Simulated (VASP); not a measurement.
SrO: single point with HSE06

The system is SrO.

```xyz
2
Lattice="0.0000 2.4522 2.4522 2.4522 0.0000 2.4522 2.4522 2.4522 0.0000" Properties=species:S:1:pos:R:3 pbc="T T T"
Sr    2.4522    2.4522    2.4522
O     0.0000    0.0000    0.0000
```

This cell differs from its parent crystal: strain -5.0%.

```
Program             : VASP 6.6.1
Task                : single point
Functional          : HSE06
Potentials or basis : VASP PAW PBE potentials, release 64 (Sr_sv, O)
Cutoff              : 520 eV
k mesh              : 6 × 6 × 6
Occupations         : gaussian, width 0.01 eV
Spin                : no spin polarisation
```

| Property | Result |
| --- | --- |
| Pressure | 20.3 GPa |
| Band gap on the k mesh | 4.60 eV |

Levels at points of the mesh, in eV from the valence-band top:
| k point | band 6 | band 7 | band 8 | band 9 | band 10 | band 11 |
| --- | --- | --- | --- | --- | --- | --- |
| (0.00, 0.00, 0.00) | -0.04 | -0.04 | -0.04 | 6.63 | 8.16 | 8.16 |
| (0.50, 0.00, 0.00) | -2.61 | -1.58 | -1.58 | 8.91 | 11.23 | 11.58 |
| (0.50, 0.50, 0.00) | -0.17 | 0.00 | 0.00 | 4.60 | 10.76 | 13.02 |

Wall time 56 min on 1 thread of Intel Xeon 8259CL, with other jobs on the host, peak memory 0.27 GiB.

Caveat: the cell differs from its parent crystal (strain -5.0%); the cell stands under pressure; the PAW data sets were made with another functional, which shifts forces and pressure a little. A k mesh can miss the band edges.
